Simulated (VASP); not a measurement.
# SiO2 (I-42d) in VASP: further runs

The runs below take SiO2 through single point, with PBEsol.

Everything below comes from runs of VASP 6.6.1. Logs are shortened: lines on timing, memory, paths and dates and some standing lists are left out, and cuts for length are marked.

## Step 1: The cell of the first run

The structure is tetragonal, space group I-42d (No. 122). Conventional cell: a = 4.748 Å, b = 4.748 Å, c = 7.488 Å, α = 90.00°, β = 90.00°, γ = 90.00°. Within 2.2 Å of Si (site symmetry -4) lie 4 O at 1.62 Å. Within 2.2 Å of O (site symmetry 2) lie 2 Si at 1.62 Å.

## Step 2: Single point, PBEsol

Contents of INCAR:

```
SYSTEM = SiO2
PREC = Accurate ; ENCUT = 520
EDIFF = 1E-7 ; ISMEAR = 0
SIGMA = 0.02 ; LREAL = .False.
LASPH = .True. ; NELM = 80
ALGO = Normal ; ISIF = 2
LWAVE = .False. ; LCHARG = .False.
GGA = PS ; NBANDS = 25
```

Contents of KPOINTS:

```
Automatic mesh
0
Gamma
  2 2 2
  0.5 0.5 0.5
```

Contents of POSCAR:

```
SiO2
1.0
   -2.3740500000      2.3740500000      3.7440000000
    2.3740500000     -2.3740500000      3.7440000000
    2.3740500000      2.3740500000     -3.7440000000
Si O
2 4
Direct
    0.0000000000      0.0000000000      0.0000000000
    0.7500000000      0.2500000000      0.5000000000
    0.9983800000      0.6250000000      0.8733800000
    0.3750000000      0.2483800000      0.3733800000
    0.7516200000      0.1250000000      0.1266200000
    0.8750000000      0.0016200000      0.6266200000
```

Potentials or basis: VASP PAW PBE potentials, release 64 (Si, O).

On the command line:

```sh
> cat potpaw_PBE.64/Si/POTCAR potpaw_PBE.64/O/POTCAR > POTCAR
> mpirun -np 1 vasp_std > vasp.out
```

OUTCAR:

```text
SYSTEM = SiO2
   PREC = Accurate
   ENCUT = 520
   EDIFF = 1E-7
   ISMEAR = 0
   LREAL = .False.
   LASPH = .True.
   NELM = 80
   ISIF = 2
   GGA = PS

 ion  position               nearest neighbor table
   1  0.000  0.000  0.000-   3 1.62   4 1.62   5 1.62   6 1.62   2 3.02   2 3.02   2 3.02   2 3.02

   2  0.750  0.250  0.500-   3 1.62   4 1.62   5 1.62   6 1.62   1 3.02   1 3.02   1 3.02   1 3.02

   3  0.998  0.625  0.873-   1 1.62   2 1.62
   4  0.375  0.248  0.373-   1 1.62   2 1.62
   5  0.752  0.125  0.127-   1 1.62   2 1.62
   6  0.875  0.002  0.627-   1 1.62   2 1.62

  LATTYP: Found a body centered tetragonal cell.
 ALAT       =     4.7481000000
 C/A-ratio  =     1.5770518734

  Lattice vectors:

 A1 = (  -2.3740500000,   2.3740500000,   3.7440000000)
 A2 = (   2.3740500000,  -2.3740500000,   3.7440000000)
 A3 = (   2.3740500000,   2.3740500000,  -3.7440000000)

Analysis of symmetry for initial positions (statically):
=====================================================================
 Subroutine PRICEL returns:
 Original cell was already a primitive cell.

 Routine SETGRP: Setting up the symmetry group for a
 body centered tetragonal supercell.

 Subroutine GETGRP returns: Found  8 space group operations
 (whereof  4 operations were pure point group operations)
 out of a pool of 16 trial point group operations.

The static configuration has the point symmetry S_4 .
 The point group associated with its full space group is D_2d.

Analysis of symmetry for dynamics (positions and initial velocities):
=====================================================================
 Subroutine PRICEL returns:
 Original cell was already a primitive cell.

 Routine SETGRP: Setting up the symmetry group for a
 body centered tetragonal supercell.

 Subroutine GETGRP returns: Found  8 space group operations
 (whereof  4 operations were pure point group operations)
 out of a pool of 16 trial point group operations.

The dynamic configuration has the point symmetry S_4 .
 The point group associated with its full space group is D_2d.

 Subroutine INISYM returns: Found  8 space group operations
 (whereof  4 operations are pure point group operations),
 and found     1 'primitive' translations

----------------------------------------------------------------------------------------

                                     Primitive cell

  volume of cell :      84.4064

  direct lattice vectors                    reciprocal lattice vectors
    -2.374050000  2.374050000  3.744000000     0.000000000  0.210610560  0.133547009
     2.374050000 -2.374050000  3.744000000     0.210610560  0.000000000  0.133547009
     2.374050000  2.374050000 -3.744000000     0.210610560  0.210610560  0.000000000

  length of vectors
     5.028892801  5.028892801  5.028892801     0.249382460  0.249382460  0.297848310

  position of ions in fractional coordinates (direct lattice)
     0.000000000  0.000000000  0.000000000
     0.750000000  0.250000000  0.500000000
     0.998380000  0.625000000  0.873380000
     0.375000000  0.248380000  0.373380000
     0.751620000  0.125000000  0.126620000
     0.875000000  0.001620000  0.626620000

  ion indices of the primitive-cell ions
   primitive index   ion index
                 1           1
                 2           2
                 3           3
                 4           4
                 5           5
                 6           6

----------------------------------------------------------------------------------------

 KPOINTS: Automatic mesh

Automatic generation of k-mesh.
 Grid dimensions read from file:
 generate k-points for:    2    2    2

 Generating k-lattice:

  Cartesian coordinates                     Fractional coordinates (reciprocal lattice)
     0.000000000  0.105305280  0.066773504     0.500000000 -0.000000000  0.000000000
     0.105305280  0.000000000  0.066773504    -0.000000000  0.500000000  0.000000000
     0.105305280  0.105305280  0.000000000     0.000000000  0.000000000  0.500000000

  Length of vectors
     0.124691230  0.124691230  0.148924155

  Shift w.r.t. Gamma in fractional coordinates (k-lattice)
     0.500000000  0.500000000  0.500000000

 Subroutine IBZKPT returns following result:
 ===========================================

 Found      3 irreducible k-points:

 Following reciprocal coordinates:
            Coordinates               Weight
  0.250000  0.250000  0.250000      2.000000
 -0.250000  0.250000  0.250000      4.000000
 -0.250000 -0.250000  0.250000      2.000000
   k-points           NKPTS =      3   k-points in BZ     NKDIM =      3   number of bands    NBANDS=     25
   number of dos      NEDOS =    301   number of ions     NIONS =      6
   total plane-waves  NPLWV =  64000
   dimension x,y,z NGX =    40 NGY =   40 NGZ =   40
   dimension x,y,z NGXF=    80 NGYF=   80 NGZF=   80
   ions per type =               2   4
   NGX,Y,Z   is equivalent  to a cutoff of  13.22, 13.22, 13.22 a.u.
   NGXF,Y,Z  is equivalent  to a cutoff of  26.45, 26.45, 26.45 a.u.
 SYSTEM =  SiO2
   PREC   = accura    normal or accurate (medium, high low for compatibility)
   ISTART =      0    job   : 0-new  1-cont  2-samecut
   ICHARG =      2    charge: 1-file 2-atom 10-const
   ISPIN  =      1    spin polarized calculation?
   LNONCOLLINEAR =      F non collinear calculations
   LSORBIT =      F    spin-orbit coupling
   LASPH  =      T    aspherical Exc in radial PAW
   ENCUT  =  520.0 eV  38.22 Ry    6.18 a.u.   9.35  9.35  9.35*2*pi/ulx,y,z
   NELM   =     80;   NELMIN=  2; NELMDL= -5     # of ELM steps
   EDIFF  = 0.1E-06   stopping-criterion for ELM
   LREAL  =      F    real-space projection
   EDIFFG = 0.1E-05   stopping-criterion for IOM
   NSW    =      0    number of steps for IOM
   IBRION =     -1    ionic relax: 0-MD 1-quasi-New 2-CG
   NFREE  =      0    steps in history (QN), initial steepest desc. (CG)
   ISIF   =      2    stress and relaxation
   ISYM   =      2    0-nonsym 1-usesym 2-fastsym
   POTIM  = 0.5000    time-step for ionic-motion
   TEBEG  =    0.0;   TEEND  =   0.0 temperature during run
   PSTRESS=    0.0 pullay stress
   NELECT =      32.0000    total number of electrons
   NUPDOWN=      -1.0000    fix difference up-down
   EMIN   =  10.00;   EMAX   =-10.00  energy-range for DOS
   EFERMI =   0.00;   METHOD = LEGACY
   ISMEAR =     0;   SIGMA  =   0.02  broadening in eV -4-tet -1-fermi 0-gaus
   EFERMI_NEDOS =   21; number of points for ismear=-14 and -15
   IALGO  =     38    algorithm
   IMIX   =      4    mixing-type and parameters
     AMIX     =   0.40;   BMIX     =  1.00
     AMIX_MAG =   1.60;   BMIX_MAG =  1.00
  volume/ion in A,a.u.               =      14.07        94.93
  Fermi-wavevector in a.u.,A,eV,Ry     =   1.184858  2.239057 19.101062  1.403888
  Thomas-Fermi vector in A             =   2.321064
   LORBIT       =      0    0 simple, 1 ext, 2 COOP (PROOUT), +10 PAW based schemes
   GGA     = PS    functional components
   LHFCALC =     F    Hartree Fock is set to
   AEXX    =    0.0000 exact exchange contribution
   IVDW    =     0    specifies the selected vdW correction
   LEPSILON=     F    determine dielectric tensor
   LRPA    =     F    only Hartree local field effects (RPA)
 non-spin polarized calculation
 Gauss-broadening in eV      SIGMA  =   0.02
  energy-cutoff  :      520.00
  volume of cell :       84.41
 maximum number of plane-waves:      2296
 NGX is ok and might be reduce to    40
   NGX = 19   NGY = 19   NGZ = 19

 number of electron      32.0000012 magnetization

 Free energy of the ion-electron system (eV)
  ---------------------------------------------------
  ext. energy  EPLUGINS =         0.00000000
  ---------------------------------------------------
  free energy    TOTEN  =       -49.31383888 eV

  energy without entropy =      -49.31383888  energy(sigma->0) =      -49.31383888

 E-fermi :  -0.0912     XC(G=0):  -8.7124

 val. band max:       -0.2806306192   @ k =  -0.2500  -0.2500   0.2500
 cond. band min:       6.9126674544   @ k =  -0.2500  -0.2500   0.2500
 fundamental gap:      7.1932980735
 Fermi energy:        -0.0911917963

 k-point     1 :       0.2500    0.2500    0.2500
  band No.  band energies     occupation
      1     -18.2745      2.00000
      2     -18.2745      2.00000
      3     -17.1526      2.00000
      4     -17.1526      2.00000
      5      -7.1752      2.00000
      6      -7.1752      2.00000
      7      -4.9131      2.00000
      8      -4.9131      2.00000
      9      -2.8481      2.00000
     10      -2.8481      2.00000
     11      -1.9374      2.00000
     12      -1.9374      2.00000
     13      -1.0086      2.00000
     14      -1.0086      2.00000
     15      -0.5011      2.00000
     16      -0.5011      2.00000
     17       9.1237      0.00000
     18       9.1237      0.00000
     19       9.7250      0.00000
     20       9.7250      0.00000
     21      11.3258      0.00000
     22      11.3258      0.00000
     23      11.7903      0.00000
     24      11.7903      0.00000
     25      13.7229      0.00000

 k-point     2 :      -0.2500    0.2500    0.2500
  band No.  band energies     occupation
      1     -18.7801      2.00000
      2     -17.7519      2.00000
      3     -17.1541      2.00000
      4     -17.0866      2.00000
      5      -8.0518      2.00000
      6      -6.1178      2.00000
      7      -5.3056      2.00000
      8      -4.8202      2.00000
      9      -3.0240      2.00000
     10      -2.4685      2.00000
     11      -2.1226      2.00000
     12      -1.7859      2.00000
     13      -1.0779      2.00000
     14      -1.0610      2.00000
     15      -0.6948      2.00000
     16      -0.3359      2.00000
     17       7.8824      0.00000
     18       9.1899      0.00000
     19      10.0620      0.00000
     20      10.3730      0.00000
     21      10.6653      0.00000
     22      10.8942      0.00000
     23      11.8333      0.00000
     24      12.3704      0.00000
     25      13.9485      0.00000

 k-point     3 :      -0.2500   -0.2500    0.2500
  band No.  band energies     occupation
      1     -18.9925      2.00000
      2     -17.5015      2.00000
      3     -17.0971      2.00000
      4     -17.0971      2.00000
      5      -8.3892      2.00000
      6      -5.7009      2.00000
      7      -5.2218      2.00000
      8      -5.2218      2.00000
      9      -2.4892      2.00000
     10      -2.3218      2.00000
     11      -2.1141      2.00000
     12      -1.8051      2.00000
     13      -1.8051      2.00000
     14      -1.2568      2.00000
     15      -0.2806      2.00000
     16      -0.2806      2.00000
     17       6.9127      0.00000
     18       8.8078      0.00000
     19       9.8504      0.00000
     20       9.8504      0.00000
     21      11.2834      0.00000
     22      12.7265      0.00000
     23      12.7265      0.00000
     24      12.8047      0.00000
     25      13.7259      0.00000

------------------------ aborting loop because EDIFF is reached ----------------------------------------

  FORCE on cell =-STRESS in cart. coord.  units (eV):
  Direction    XX          YY          ZZ          XY          YZ          ZX
  --------------------------------------------------------------------------------------
  -------------------------------------------------------------------------------------
  Total        1.2019138      1.2019138      0.2103546      0.0000000     -0.0000000      0.0000000
  in kB       22.8143635     22.8143635      3.9928874      0.0000000     -0.0000000      0.0000000
  external PRESSURE =      16.5405381 kB  Pullay stress =       0.0000000 kB

 VOLUME and BASIS-vectors are now :
 -----------------------------------------------------------------------------
  energy-cutoff  :      520.00
  volume of cell :       84.41
      direct lattice vectors                 reciprocal lattice vectors
    -2.374050000  2.374050000  3.744000000     0.000000000  0.210610560  0.133547009
     2.374050000 -2.374050000  3.744000000     0.210610560  0.000000000  0.133547009
     2.374050000  2.374050000 -3.744000000     0.210610560  0.210610560  0.000000000

 POSITION                                       TOTAL-FORCE (eV/Angst)
 -----------------------------------------------------------------------------------
      0.00000      0.00000      0.00000         0.000000     -0.000000      0.000000
      0.00000      2.37405      1.87200         0.000000     -0.000000     -0.000000
      1.18702      2.95987      2.80800         0.000000      0.014201      0.000000
      0.58582      1.18702      0.93600         0.014201     -0.000000      0.000000
     -1.18702      1.78823      2.80800         0.000000     -0.014201     -0.000000
     -0.58582      3.56107      0.93600        -0.014201      0.000000     -0.000000
 -----------------------------------------------------------------------------------
    total drift:                                0.000002      0.000002      0.000002

  FREE ENERGIE OF THE ION-ELECTRON SYSTEM (eV)
  ---------------------------------------------------
  free  energy   TOTEN  =       -49.3138388850 eV

  energy  without entropy=      -49.3138388850  energy(sigma->0) =      -49.31383888
```

Wall time 13 s (1 thread of Intel Xeon Platinum 8488C (Sapphire Rapids), shared host); peak memory 0.22 GiB.

Results:

* Free energy: -49.3138 eV
* Pressure: 1.7 GPa
* Largest force: 0.014 eV/Å
* Band gap on the k mesh: 7.19 eV, direct

Forces on the atoms (eV/Å):
```
Si   0.000  0.000  0.000
Si   0.000  0.000  0.000
O    0.000  0.014  0.000
O    0.014  0.000  0.000
O    0.000 -0.014  0.000
O   -0.014  0.000  0.000
```

Levels at points of the mesh, in eV from the valence-band top:
| k point | band 12 | band 13 | band 14 | band 15 | band 16 | band 17 | band 18 | band 19 | band 20 | band 21 |
| --- | --- | --- | --- | --- | --- | --- | --- | --- | --- | --- |
| (0.25, 0.25, 0.25) | -1.66 | -0.73 | -0.73 | -0.22 | -0.22 | 9.40 | 9.40 | 10.01 | 10.01 | 11.61 |

Caveat: the k points lie up to 0.94 Å⁻¹ apart; the PAW data sets were made with another functional, which shifts forces and pressure a little.

## Step 3: Single point, PBEsol

Contents of INCAR:

```
  PREC = Accurate
  ENCUT = 520
  EDIFF = 1E-7
  ISMEAR = 0
  SIGMA = 0.02
  LREAL = F
  LASPH = T
  NELM = 80
  ALGO = Normal
  ISIF = 2
  LWAVE = F
  LCHARG = F
  GGA = PS
  NBANDS = 25
```

Contents of KPOINTS:

```
Automatic mesh
0
Gamma
  4 4 4
  0.5 0.5 0.5
```

POSCAR is that of step 2.

Potentials or basis: VASP PAW PBE potentials, release 64 (Si, O).

On the command line:

```sh
> cat potpaw_PBE.64/Si/POTCAR potpaw_PBE.64/O/POTCAR > POTCAR
> mpirun -np 1 vasp_std > vasp.out
```

OUTCAR:

```text
PREC = Accurate
   ENCUT = 520
   EDIFF = 1E-7
   ISMEAR = 0
   LREAL = F
   LASPH = T
   NELM = 80
   ISIF = 2
   GGA = PS

 ion  position               nearest neighbor table
   1  0.000  0.000  0.000-   3 1.62   4 1.62   5 1.62   6 1.62   2 3.02   2 3.02   2 3.02   2 3.02

   2  0.750  0.250  0.500-   3 1.62   4 1.62   5 1.62   6 1.62   1 3.02   1 3.02   1 3.02   1 3.02

   3  0.998  0.625  0.873-   1 1.62   2 1.62
   4  0.375  0.248  0.373-   1 1.62   2 1.62
   5  0.752  0.125  0.127-   1 1.62   2 1.62
   6  0.875  0.002  0.627-   1 1.62   2 1.62

[... 501 lines left out ...]
  -------------------------------------------------------------------------------------
  Total        1.2079500      1.2079500      0.1891174      0.0000000      0.0000000      0.0000000
  in kB       22.9289409     22.9289409      3.5897697      0.0000000      0.0000000      0.0000000
  external PRESSURE =      16.4825505 kB  Pullay stress =       0.0000000 kB

 VOLUME and BASIS-vectors are now :
 -----------------------------------------------------------------------------
  energy-cutoff  :      520.00
  volume of cell :       84.41
      direct lattice vectors                 reciprocal lattice vectors
    -2.374050000  2.374050000  3.744000000     0.000000000  0.210610560  0.133547009
     2.374050000 -2.374050000  3.744000000     0.210610560  0.000000000  0.133547009
     2.374050000  2.374050000 -3.744000000     0.210610560  0.210610560  0.000000000

 POSITION                                       TOTAL-FORCE (eV/Angst)
 -----------------------------------------------------------------------------------
      0.00000      0.00000      0.00000        -0.000000     -0.000000      0.000000
      0.00000      2.37405      1.87200        -0.000000     -0.000000      0.000000
      1.18702      2.95987      2.80800        -0.000000      0.026375     -0.000000
      0.58582      1.18702      0.93600         0.026375     -0.000000     -0.000000
     -1.18702      1.78823      2.80800        -0.000000     -0.026375     -0.000000
     -0.58582      3.56107      0.93600        -0.026375     -0.000000     -0.000000
 -----------------------------------------------------------------------------------
    total drift:                                0.000002      0.000002      0.000002

  FREE ENERGIE OF THE ION-ELECTRON SYSTEM (eV)
  ---------------------------------------------------
  free  energy   TOTEN  =       -49.2977798932 eV

  energy  without entropy=      -49.2977798932  energy(sigma->0) =      -49.29777989
```

It took 25 s on 1 thread of Intel Xeon Platinum 8488C (Sapphire Rapids), shared host; peak memory 0.23 GiB.

Results:

* Free energy: -49.2978 eV
* Pressure: 1.6 GPa
* Largest force: 0.026 eV/Å
* Band gap on the k mesh: 6.32 eV, direct

Forces on the atoms (eV/Å):
```
Si   0.000  0.000  0.000
Si   0.000  0.000  0.000
O    0.000  0.026  0.000
O    0.026  0.000  0.000
O    0.000 -0.026  0.000
O   -0.026  0.000  0.000
```

Stress tensor (GPa, compression positive):
```
2.29 0.00 0.00
0.00 2.29 0.00
0.00 0.00 0.36
```

Caveat: the PAW data sets were made with another functional, which shifts forces and pressure a little.
